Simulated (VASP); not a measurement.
# InAs2 (Fm-3m) in VASP: notebook, part 2 of 2

VASP 6.6.1. The steps go on from the part before.

### 3 Single point, PBE

This run uses another cell than the first one, of 28.93 Å³/atom.

Contents of INCAR:

```
SYSTEM = InAs2
PREC = Accurate
ENCUT = 520
EDIFF = 1E-6
ISMEAR = 0
SIGMA = 0.1
LREAL = .FALSE.
LASPH = .TRUE.
NELM = 100
ALGO = Normal
ISIF = 2
LWAVE = .FALSE.
LCHARG = .FALSE.
GGA = PE
NBANDS = 18
```

Contents of KPOINTS:

```
Automatic mesh
0
G
  4 4 4
  0 0 0
```

Contents of POSCAR:

```
InAs2
1.0
    0.0000000000      3.5140095400      3.5140095400
    3.5140095400      0.0000000000      3.5140095400
    3.5140095400      3.5140095400      0.0000000000
In As
1 2
Direct
    0.0000000000      0.0000000000      0.0000000000
    0.2500000000      0.2500000000      0.2500000000
    0.7500000000      0.7500000000      0.7500000000
```

Potentials or basis: VASP PAW PBE potentials, release 64 (In_d, As).

On the command line:

```sh
cat potpaw_PBE.64/In_d/POTCAR potpaw_PBE.64/As/POTCAR > POTCAR
mpirun -np 1 vasp_std > vasp.out
```

It took 18 s on 1 thread of Intel Xeon Platinum 8488C (Sapphire Rapids), shared host; peak memory 0.23 GiB.

It converged, with:

```yaml
Free_energy: -10.6972 eV
Pressure: -6.0 GPa
Band_gap_on_the_k_mesh: zero (an odd number of electrons rules out a gap without spin polarisation)
```

Levels at points of the mesh, in eV from the Fermi level:
| k point | band 9 | band 10 | band 11 | band 12 | band 13 | band 14 |
| --- | --- | --- | --- | --- | --- | --- |
| (0.00, 0.00, 0.00) | -1.55 | -1.55 | -1.37 | 0.01 | 0.01 | 0.01 |
| (0.50, 0.00, 0.00) | -1.83 | -1.83 | -1.58 | -0.81 | -0.81 | 2.78 |
| (0.50, 0.50, 0.00) | -3.34 | -3.34 | 0.14 | 1.64 | 1.64 | 2.16 |

Caveat: the k points lie up to 0.39 Å⁻¹ apart, too coarse for converged energies and pressures of a metal; spin-orbit coupling is left out, which moves the levels of the heavy elements.

### 4 Relaxation of cell and atoms, PBE

This run uses another cell than the first one, of 28.93 Å³/atom.

Contents of INCAR:

```
SYSTEM = InAs2
PREC = Accurate
ENCUT = 600
EDIFF = 1E-6
ISMEAR = 0
SIGMA = 0.1
LREAL = .FALSE.
LASPH = .TRUE.
NELM = 80
ALGO = Normal
ISIF = 3
LWAVE = .FALSE.
LCHARG = .FALSE.
GGA = PE
IBRION = 2
NSW = 90
EDIFFG = -0.04
```

KPOINTS is that of step 3.

POSCAR is that of step 3.

On the command line:

```sh
cat potpaw_PBE.64/In_d/POTCAR potpaw_PBE.64/As/POTCAR > POTCAR
mpirun -np 1 vasp_std > vasp.out
```

Wall time 45 s (1 thread of Intel Xeon Platinum 8488C (Sapphire Rapids), shared host); peak memory 0.24 GiB.

It converged, with:

```
Free energy                           : -10.9302 eV
Relaxed volume                        : 25.24 Å³/atom
Relaxed cell                          : a = 4.749 Å, b = 4.749 Å, c = 4.749 Å, α = 60.00°, β = 60.00°, γ = 60.00°
Space group after relaxing (to 0.1 Å) : Fm-3m (No. 225)
Energy gained by relaxing             : 77.7 meV/atom
Ionic steps                           : 3
Pressure after relaxing               : 0.0 GPa
Band gap on the k mesh                : zero (an odd number of electrons rules out a gap without spin polarisation)
```

The path:
```tsv
step	energy change (eV)	largest force (eV/Å)	pressure (GPa)	volume (Å³)
1	0.0000	0.0000	-5.96	86.78
2	-0.2248	0.0000	1.49	73.96
3	-0.2330	0.0000	0.03	75.71
```

Final structure:
```
CELL_PARAMETERS angstrom
0.00000 3.35772 3.35772
3.35772 0.00000 3.35772
3.35772 3.35772 0.00000
ATOMIC_POSITIONS crystal
In 0.00000 0.00000 0.00000
As 0.25000 0.25000 0.25000
As 0.75000 0.75000 0.75000
```

Levels at points of the mesh, in eV from the Fermi level:
```
           k point  band 9  band 10  band 11  band 12  band 13  band 14
(0.00, 0.00, 0.00)   -1.82    -1.82    -0.59    -0.08    -0.08    -0.08
(0.50, 0.00, 0.00)   -2.23    -2.23    -1.75    -1.01    -1.01     3.48
(0.50, 0.50, 0.00)   -3.97    -3.97     0.06     1.98     1.98     2.59
```

Caveat: the k points lie up to 0.41 Å⁻¹ apart in the final cell, too coarse for converged energies and pressures of a metal; spin-orbit coupling is left out, which moves the levels of the heavy elements.

### 5 Single point, PBE

This run uses another cell than the first one, of 25.03 Å³/atom.

Contents of INCAR:

```
SYSTEM = InAs2
PREC = Accurate
ENCUT = 520
EDIFF = 1E-6
ISMEAR = 0
SIGMA = 0.1
LREAL = .False.
LASPH = .True.
NELM = 60
ALGO = Normal
ISIF = 2
LWAVE = .False.
LCHARG = .True.
GGA = PE
LELF = .True.
LVHAR = .True.
NBANDS = 18
```

Contents of KPOINTS:

```
regular mesh
0
Gamma
  12 12 12
  0 0 0
```

Contents of POSCAR:

```
InAs2
1.0
    0.0000000000      3.3486522842      3.3486522842
    3.3486522842      0.0000000000      3.3486522842
    3.3486522842      3.3486522842      0.0000000000
In As
1 2
Direct
    0.0000000000      0.0000000000      0.0000000000
    0.2500000000      0.2500000000      0.2500000000
    0.7500000000      0.7500000000      0.7500000000
```

Potentials or basis: VASP PAW PBE potentials, release 64 (In_d, As).

On the command line:

```sh
cat potpaw_PBE.64/In_d/POTCAR potpaw_PBE.64/As/POTCAR > POTCAR
mpirun -np 1 vasp_std > vasp.out
```

OUTCAR:

```text
SYSTEM = InAs2
   PREC = Accurate
   ENCUT = 520
   EDIFF = 1E-6
   ISMEAR = 0
   LREAL = .False.
   LASPH = .True.
   NELM = 60
   ISIF = 2
   GGA = PE

 ion  position               nearest neighbor table
   1  0.000  0.000  0.000-   3 2.90   3 2.90   3 2.90   2 2.90   3 2.90   2 2.90   2 2.90   2 2.90

   2  0.250  0.250  0.250-   1 2.90   1 2.90   1 2.90   1 2.90
   3  0.750  0.750  0.750-   1 2.90   1 2.90   1 2.90   1 2.90

  LATTYP: Found a face centered cubic cell.
 ALAT       =     6.6973045684

  Lattice vectors:

[... 694 lines left out ...]

  FORCE on cell =-STRESS in cart. coord.  units (eV):
  Direction    XX          YY          ZZ          XY          YZ          ZX
  --------------------------------------------------------------------------------------
  -------------------------------------------------------------------------------------
  Total        0.0148040      0.0148040      0.0148040      0.0000000      0.0000000     -0.0000000
  in kB        0.3158265      0.3158265      0.3158265      0.0000000      0.0000000     -0.0000000
  external PRESSURE =       0.3158265 kB  Pullay stress =       0.0000000 kB

 VOLUME and BASIS-vectors are now :
 -----------------------------------------------------------------------------
  energy-cutoff  :      520.00
  volume of cell :       75.10
      direct lattice vectors                 reciprocal lattice vectors
     0.000000000  3.348652284  3.348652284    -0.149313801  0.149313801  0.149313801
     3.348652284  0.000000000  3.348652284     0.149313801 -0.149313801  0.149313801
     3.348652284  3.348652284  0.000000000     0.149313801  0.149313801 -0.149313801

 POSITION                                       TOTAL-FORCE (eV/Angst)
 -----------------------------------------------------------------------------------
      0.00000      0.00000      0.00000         0.000000      0.000000     -0.000000
      1.67433      1.67433      1.67433         0.000000      0.000000      0.000000
      5.02298      5.02298      5.02298        -0.000000     -0.000000     -0.000000
 -----------------------------------------------------------------------------------
    total drift:                               -0.000000      0.000000      0.000000

  FREE ENERGIE OF THE ION-ELECTRON SYSTEM (eV)
  ---------------------------------------------------
  free  energy   TOTEN  =       -10.9104022387 eV

  energy  without entropy=      -10.8986387617  energy(sigma->0) =      -10.90452050
```

It took 1.8 min on 1 thread of Intel Xeon Platinum 8488C (Sapphire Rapids), shared host; peak memory 0.26 GiB.

Results:

| Item | Value |
| --- | --- |
| Free energy | -10.9104 eV |
| Pressure | 0.0 GPa |
| Band gap on the k mesh | zero (an odd number of electrons rules out a gap without spin polarisation) |

Caveat: spin-orbit coupling is left out, which moves the levels of the heavy elements.

### 6 Overview

| task | cell | k mesh | cutoff (eV) | gap on the mesh (eV) | pressure (GPa) |
| --- | --- | --- | --- | --- | --- |
| single point | a = 4.753 Å, angles 60.0°, 3 atoms | 4 × 4 × 4 | 520 | none | -0.2 |
| single point | a = 4.970 Å, angles 60.0°, 3 atoms | 4 × 4 × 4 | 520 | none | -6.0 |
| relaxation of cell and atoms | relaxed from a = 4.970 Å, angles 60.0°, 3 atoms | 4 × 4 × 4 | 600 | none | 0.0 |
| single point | a = 4.736 Å, angles 60.0°, 3 atoms | 12 × 12 × 12 | 520 | none | 0.0 |

Alike in all rows: level PBE; potentials or basis VASP PAW PBE potentials, release 64 (In_d, As); no spin polarisation; smearing gaussian 0.1 eV.

Caveats: some runs use coarse meshes; spin-orbit coupling is left out, which moves the levels of the heavy elements.

Total energies depend on the potentials used, so only differences within one code and one set of settings carry meaning.
